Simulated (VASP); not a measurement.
BaS, 2 atoms in the cell. Symmetry: Fm-3m, No. 225, cubic system. Conventional cell: a = 6.472 Å, b = 6.472 Å, c = 6.472 Å, α = 90.00°, β = 90.00°, γ = 90.00°. Ba (site symmetry m-3m) has 6 S at 3.24 Å within 4.3 Å. S (site symmetry m-3m) has 6 Ba at 3.24 Å within 4.3 Å. 

| Item | Value |
| --- | --- |
| Program | VASP 6.6.1 |
| Task | single point |
| Functional | PBE |
| Dispersion | D4 |
| Potentials or basis | VASP PAW PBE potentials, release 64 (Ba_sv, S) |
| Cutoff | 500 eV |
| k mesh | 6 × 6 × 6 |
| Occupations | gaussian, width 0.01 eV |
| Spin | no spin polarisation |
| Dipole correction | no |
| Further INCAR settings | ALGO = Normal; EDIFF = 1e-06; NBANDS = 15 |

Potentials or basis: VASP PAW PBE potentials, release 64 (Ba_sv, S).

Launch:

```console
$ cat potpaw_PBE.64/Ba_sv/POTCAR potpaw_PBE.64/S/POTCAR > POTCAR
$ mpirun -np 1 vasp_std > vasp.out
```

Hardware: 1 thread of Intel Xeon 8259CL (shared host).

Task: Estimate the wall time of this run.

Result: Run time: 33 s on 1 thread of Intel Xeon 8259CL, with other jobs on the host, peak memory 0.21 GiB. Counts: scf iterations 13, k points 16.
